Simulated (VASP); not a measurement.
# BaTiO3 (R3m) in VASP: settings compared

Aim: see how the results for BaTiO3 move with the level of theory and the settings. Levels: PBE, PBEsol. Tasks: single point, relaxation of cell and atoms.

Everything below comes from runs of VASP 6.6.1. Logs are shortened: lines on timing, memory, paths and dates and some standing lists are left out, and cuts for length are marked.

### 1 The cell of the first run

The structure is trigonal, space group R3m (No. 160). The conventional cell has a = 5.726 Å, b = 5.726 Å, c = 7.070 Å, α = 90.00°, β = 90.00°, γ = 120.00°. Ba (site symmetry 3m) has 12 O at 2.78 to 2.98 Å and 8 Ti at 3.43 to 3.64 Å within 3.7 Å. Ti (site symmetry 3m) has 6 O at 1.87 to 2.21 Å within 2.5 Å. O (site symmetry m) has 2 Ti at 1.87 to 2.21 Å within 2.5 Å.

### 2 Single point, PBE

The input, INCAR:

```
ALGO = Normal
EDIFF = 1E-6
ENCUT = 520
GGA = PE
ISIF = 2
ISMEAR = -1
LASPH = True
LCHARG = False
LREAL = False
LWAVE = False
NBANDS = 28
NELM = 100
PREC = Accurate
SIGMA = 0.02
```

The input, KPOINTS:

```
k-points
0
Gamma
  6 6 6
```

The input, POSCAR:

```
BaTiO3
1.0
    2.8631888323      1.6530628431      2.3565005969
   -2.8631888323      1.6530628431      2.3565005969
    0.0000000000     -3.3061256862      2.3565005968
Ba Ti O
1 1 3
Direct
   -0.0054008432     -0.0054008432     -0.0054008432
    0.4803547412      0.4803547412      0.4803547412
    0.5112004389      0.5112004389      0.0218452243
    0.0218452243      0.5112004389      0.5112004389
    0.5112004389      0.0218452243      0.5112004389
```

Potentials or basis: VASP PAW PBE potentials, release 64 (Ba_sv, Ti_sv, O).

On the command line:

```sh
cat potpaw_PBE.64/Ba_sv/POTCAR potpaw_PBE.64/Ti_sv/POTCAR potpaw_PBE.64/O/POTCAR > POTCAR
mpirun -np 1 vasp_std > vasp.out
```

OUTCAR:

```text
EDIFF = 1E-6
   ENCUT = 520
   GGA = PE
   ISIF = 2
   ISMEAR = -1
   LASPH = True
   LREAL = False
   NELM = 100
   PREC = Accurate

 ion  position               nearest neighbor table
   1  0.995  0.995  0.995-   4 2.78   5 2.78   3 2.78   3 2.87   3 2.87   5 2.87   4 2.87   4 2.87
                             5 2.87   4 2.98   5 2.98   3 2.98   2 3.43   2 3.48   2 3.48   2 3.48
   2  0.480  0.480  0.480-   3 1.87   4 1.87   5 1.87   3 2.21   4 2.21   5 2.21   1 3.43   1 3.48
                             1 3.48   1 3.48   1 3.54   1 3.54   1 3.54   1 3.64
   3  0.511  0.511  0.022-   2 1.87   2 2.21   1 2.78   1 2.87   1 2.87   1 2.98
   4  0.022  0.511  0.511-   2 1.87   2 2.21   1 2.78   1 2.87   1 2.87   1 2.98
   5  0.511  0.022  0.511-   2 1.87   2 2.21   1 2.78   1 2.87   1 2.87   1 2.98

  LATTYP: Found a trigonal (rhomboedric) cell.
 ALAT       =     4.0599953345
 COS(alpha) =     0.0053302518

  Lattice vectors:

 A1 = (   2.8631888323,   1.6530628431,   2.3565005969)
 A2 = (  -2.8631888323,   1.6530628431,   2.3565005969)
 A3 = (   0.0000000000,  -3.3061256862,   2.3565005968)

Analysis of symmetry for initial positions (statically):
=====================================================================
 Subroutine PRICEL returns:
 Original cell was already a primitive cell.

 Routine SETGRP: Setting up the symmetry group for a
 trigonal (rhombohedral) supercell.

 Subroutine GETGRP returns: Found  6 space group operations
 (whereof  6 operations were pure point group operations)
 out of a pool of 12 trial point group operations.

The static configuration has the point symmetry C_3v.

Analysis of symmetry for dynamics (positions and initial velocities):
=====================================================================
 Subroutine PRICEL returns:
 Original cell was already a primitive cell.

 Routine SETGRP: Setting up the symmetry group for a
 trigonal (rhombohedral) supercell.

 Subroutine GETGRP returns: Found  6 space group operations
 (whereof  6 operations were pure point group operations)
 out of a pool of 12 trial point group operations.

The dynamic configuration has the point symmetry C_3v.

 Subroutine INISYM returns: Found  6 space group operations
 (whereof  6 operations are pure point group operations),
 and found     1 'primitive' translations

----------------------------------------------------------------------------------------

[... 98 lines left out ...]
   EDIFF  = 0.1E-05   stopping-criterion for ELM
   LREAL  =      F    real-space projection
   EDIFFG = 0.1E-04   stopping-criterion for IOM
   NSW    =      0    number of steps for IOM
   IBRION =     -1    ionic relax: 0-MD 1-quasi-New 2-CG
   NFREE  =      0    steps in history (QN), initial steepest desc. (CG)
   ISIF   =      2    stress and relaxation
   ISYM   =      2    0-nonsym 1-usesym 2-fastsym
   POTIM  = 0.5000    time-step for ionic-motion
   TEBEG  =    0.0;   TEEND  =   0.0 temperature during run
   PSTRESS=    0.0 pullay stress
   NELECT =      40.0000    total number of electrons
   NUPDOWN=      -1.0000    fix difference up-down
   EMIN   =  10.00;   EMAX   =-10.00  energy-range for DOS
   EFERMI =   0.00;   METHOD = LEGACY
   ISMEAR =    -1;   SIGMA  =   0.02  broadening in eV -4-tet -1-fermi 0-gaus
   EFERMI_NEDOS =   21; number of points for ismear=-14 and -15
   IALGO  =     38    algorithm
   IMIX   =      4    mixing-type and parameters
     AMIX     =   0.40;   BMIX     =  1.00
     AMIX_MAG =   1.60;   BMIX_MAG =  1.00
  volume/ion in A,a.u.               =      13.38        90.32
  Fermi-wavevector in a.u.,A,eV,Ry     =   1.379035  2.605999 25.874728  1.901739
  Thomas-Fermi vector in A             =   2.504042
   LORBIT       =      0    0 simple, 1 ext, 2 COOP (PROOUT), +10 PAW based schemes
   GGA     = PE    functional components
   LHFCALC =     F    Hartree Fock is set to
   AEXX    =    0.0000 exact exchange contribution
   IVDW    =     0    specifies the selected vdW correction
   LEPSILON=     F    determine dielectric tensor
   LRPA    =     F    only Hartree local field effects (RPA)
 non-spin polarized calculation
  energy-cutoff  :      520.00
  volume of cell :       66.92
 maximum number of plane-waves:      1820
   NGX = 15   NGY = 15   NGZ = 15

 number of electron      40.0000015 magnetization

 Free energy of the ion-electron system (eV)
  ---------------------------------------------------
  ext. energy  EPLUGINS =         0.00000000
  ---------------------------------------------------
  free energy    TOTEN  =       -40.05489588 eV

  energy without entropy =      -40.05489588  energy(sigma->0) =      -40.05489588

 E-fermi :   3.9511     XC(G=0): -11.0069

 val. band max:        3.4274408928   @ k =   0.5000   0.5000   0.5000
 cond. band min:       6.0131382276   @ k =   0.0000   0.0000   0.0000
 fundamental gap:      2.5856973348
 Fermi energy:         3.9511008678

 k-point     1 :       0.0000    0.0000    0.0000
  band No.  band energies     occupation
      1     -52.8631      2.00000
      2     -29.1189      2.00000
      3     -29.1168      2.00000
      4     -29.1168      2.00000
      5     -21.4703      2.00000
      6     -13.2785      2.00000
[... 733 lines left out ...]
     27      11.4016      0.00000
     28      11.8584      0.00000

 [... further k-points ...]

------------------------ aborting loop because EDIFF is reached ----------------------------------------

  FORCE on cell =-STRESS in cart. coord.  units (eV):
  Direction    XX          YY          ZZ          XY          YZ          ZX
  --------------------------------------------------------------------------------------
  -------------------------------------------------------------------------------------
  Total        0.6741883      0.6741883      0.6319147      0.0000000      0.0000000      0.0000000
  in kB       16.1411182     16.1411182     15.1290228      0.0000000      0.0000000      0.0000000
  external PRESSURE =      15.8037531 kB  Pullay stress =       0.0000000 kB

 VOLUME and BASIS-vectors are now :
 -----------------------------------------------------------------------------
  energy-cutoff  :      520.00
  volume of cell :       66.92
      direct lattice vectors                 reciprocal lattice vectors
     2.863188832  1.653062843  2.356500597     0.174630466  0.100822947  0.141452684
    -2.863188832  1.653062843  2.356500597    -0.174630466  0.100822947  0.141452684
     0.000000000 -3.306125686  2.356500597     0.000000000 -0.201645893  0.141452684

 POSITION                                       TOTAL-FORCE (eV/Angst)
 -----------------------------------------------------------------------------------
      0.00000      0.00000      7.03132        -0.000000      0.000000      0.044213
      0.00000      0.00000      3.39587        -0.000000     -0.000000      0.089703
      0.00000      1.61787      2.46077        -0.000000      0.033736     -0.044639
     -1.40112     -0.80893      2.46077        -0.029217     -0.016868     -0.044639
      1.40112     -0.80893      2.46077         0.029217     -0.016868     -0.044639
 -----------------------------------------------------------------------------------
    total drift:                                0.000000      0.000005      0.000193

  FREE ENERGIE OF THE ION-ELECTRON SYSTEM (eV)
  ---------------------------------------------------
  free  energy   TOTEN  =       -40.0548958794 eV

  energy  without entropy=      -40.0548958794  energy(sigma->0) =      -40.05489588
```

OSZICAR:

```text
N       E                     dE             d eps       ncg     rms          rms(c)
DAV:   1     0.433714459115E+03    0.43371E+03   -0.20823E+04  1792   0.155E+03
DAV:   2    -0.366804645378E+01   -0.43738E+03   -0.41681E+03  2040   0.423E+02
DAV:   3    -0.483655557202E+02   -0.44698E+02   -0.44245E+02  2480   0.134E+02
DAV:   4    -0.505581662323E+02   -0.21926E+01   -0.21874E+01  2756   0.254E+01
DAV:   5    -0.506220724003E+02   -0.63906E-01   -0.63897E-01  2436   0.336E+00    0.235E+01
DAV:   6    -0.403453411880E+02    0.10277E+02   -0.56613E+01  2736   0.679E+01    0.104E+01
DAV:   7    -0.402721981001E+02    0.73143E-01   -0.12591E+01  2420   0.265E+01    0.726E+00
DAV:   8    -0.400619845202E+02    0.21021E+00   -0.60314E-01  2172   0.720E+00    0.390E+00
DAV:   9    -0.400896635683E+02   -0.27679E-01   -0.47528E-01  2648   0.628E+00    0.181E+00
DAV:  10    -0.400593199275E+02    0.30344E-01   -0.19314E-01  2144   0.432E+00    0.586E-01
DAV:  11    -0.400552007787E+02    0.41191E-02   -0.24518E-02  2192   0.926E-01    0.206E-01
DAV:  12    -0.400551527840E+02    0.47995E-04   -0.43460E-03  2460   0.593E-01    0.139E-01
DAV:  13    -0.400548847540E+02    0.26803E-03   -0.10248E-03  2292   0.328E-01    0.113E-02
DAV:  14    -0.400548965991E+02   -0.11845E-04   -0.51842E-05  2576   0.489E-02    0.101E-02
DAV:  15    -0.400548969475E+02   -0.34838E-06   -0.14245E-05  2468   0.336E-02    0.809E-03
DAV:  16    -0.400548958266E+02    0.11209E-05   -0.32719E-06  1516   0.195E-02    0.113E-03
DAV:  17    -0.400548958794E+02   -0.52788E-07   -0.31951E-07  1172   0.372E-03
   1 F= -.40054896E+02 E0= -.40054896E+02  d E =-.560985E-13
```

stdout:

```text
POSCAR found type information on POSCAR BaTiO
 POSCAR found :  3 types and       5 ions
 scaLAPACK will be used
 LDA part: xc-table for (Slater+PW92), standard interpolation
 POSCAR, INCAR and KPOINTS ok, starting setup
 FFT: planning ... GRIDC
 FFT: planning ... GRID_SOFT
 FFT: planning ... GRID
 WAVECAR not read
 entering main loop
```

Wall time 3.2 min (1 thread of Intel Xeon 8259CL, shared host); peak memory 0.21 GiB.

What came out:

```yaml
Free_energy: -40.0549 eV
Pressure: 1.6 GPa
Largest_force: 0.090 eV/Å
Band_gap_on_the_k_mesh: 2.59 eV (least direct gap 3.13 eV)
```

Forces on the atoms (eV/Å):
```
Ba   0.000  0.000  0.044
Ti   0.000  0.000  0.090
O    0.000  0.034 -0.045
O   -0.029 -0.017 -0.045
O    0.029 -0.017 -0.045
```

Caveat: spin-orbit coupling is left out, which moves the levels of the heavy elements.

### 3 Relaxation of cell and atoms, PBEsol

The input, INCAR:

```
PREC = Accurate
ENCUT = 600
EDIFF = 1E-6
ISMEAR = -1
SIGMA = 0.02
LREAL = F
LASPH = T
NELM = 60
ALGO = Normal
ISIF = 3
LWAVE = F
LCHARG = F
GGA = PS
IBRION = 2
NSW = 80
EDIFFG = -0.005
```

The input, KPOINTS:

```
regular mesh
0
Gamma
  6 6 6
```

POSCAR is that of step 2.

Potentials or basis: VASP PAW PBE potentials, release 64 (Ba_sv, Ti_sv, O).

On the command line:

```sh
cat potpaw_PBE.64/Ba_sv/POTCAR potpaw_PBE.64/Ti_sv/POTCAR potpaw_PBE.64/O/POTCAR > POTCAR
mpirun -np 1 vasp_std > vasp.out
```

Run time: 18 min. Hardware: 1 thread of Intel Xeon 8259CL, shared host; peak memory 0.24 GiB.

It converged, with:

```
Free energy                           : -42.0205 eV
Relaxed volume                        : 12.84 Å³/atom
Relaxed cell                          : a = 4.004 Å, b = 4.004 Å, c = 4.004 Å, α = 89.86°, β = 89.86°, γ = 89.86°
Space group after relaxing (to 0.1 Å) : R3m (No. 160)
Energy gained by relaxing             : 7.8 meV/atom
Ionic steps                           : 20
Pressure after relaxing               : 0.0 GPa
Largest force after relaxing          : 0.004 eV/Å
Band gap on the k mesh                : 2.28 eV (least direct gap 2.66 eV)
```

Forces in eV/Å, atoms in the order of the input:
```
Ba   0.000  0.000 -0.001
Ti   0.000  0.000  0.004
O    0.000  0.003 -0.001
O   -0.002 -0.001 -0.001
O    0.002 -0.001 -0.001
```

Step by step:
```
step  energy change (eV)  largest force (eV/Å)  pressure (GPa)  volume (Å³)
   1              0.0000                0.0413           -4.36        66.92
   2             -0.0003                0.7038            4.67        63.45
   3             -0.0249                0.3410           -0.07        65.15
   4             -0.0338                0.1780            0.01        64.68
   5             -0.0365                0.1158            0.33        64.14
   6             -0.0366                0.1113            0.32        64.21
   7             -0.0378                0.0730           -0.38        64.41
   8             -0.0379                0.0666           -0.48        64.45
   9             -0.0387                0.0314           -0.13        64.30
  10             -0.0387                0.0224           -0.05        64.26
  11             -0.0387                0.0265            0.01        64.25
  12             -0.0387                0.0237            0.01        64.25
  13             -0.0388                0.0160           -0.01        64.23
  14             -0.0388                0.0089           -0.01        64.21
  15             -0.0388                0.0076            0.01        64.21
  16             -0.0388                0.0119            0.01        64.22
  17             -0.0388                0.0093            0.01        64.22
  18             -0.0388                0.0089           -0.01        64.22
  19             -0.0388                0.0084           -0.01        64.21
  20             -0.0388                0.0043           -0.01        64.21
```

Final structure:
```
Ba Ti O
1.0
     2.82816    1.63284    2.31742
    -2.82816    1.63284    2.31742
     0.00000   -3.26568    2.31742
Ba Ti O
1 1 3
Direct
  0.99791 0.99791 0.99791
  0.48579 0.48579 0.48579
  0.50940 0.50940 0.01670
  0.01670 0.50940 0.50940
  0.50940 0.01670 0.50940
```

Levels at points of the mesh, in eV from the valence-band top:
```tsv
k point	band 16	band 17	band 18	band 19	band 20	band 21	band 22	band 23	band 24
(0.00, 0.00, 0.00)	-1.31	-1.09	-0.51	-0.38	-0.38	2.28	2.28	2.42	4.45
(0.50, 0.00, 0.00)	-2.10	-1.75	-1.66	-0.95	-0.83	2.46	3.74	3.84	4.42
(0.50, 0.50, 0.00)	-2.75	-1.65	-0.90	-0.85	-0.09	3.82	3.82	4.16	5.03
(0.50, 0.50, 0.50)	-2.40	-2.36	-0.02	-0.02	0.00	4.31	4.45	4.45	6.54
```

Caveat: the PAW data sets were made with another functional, which shifts forces and pressure a little; spin-orbit coupling is left out, which moves the levels of the heavy elements.
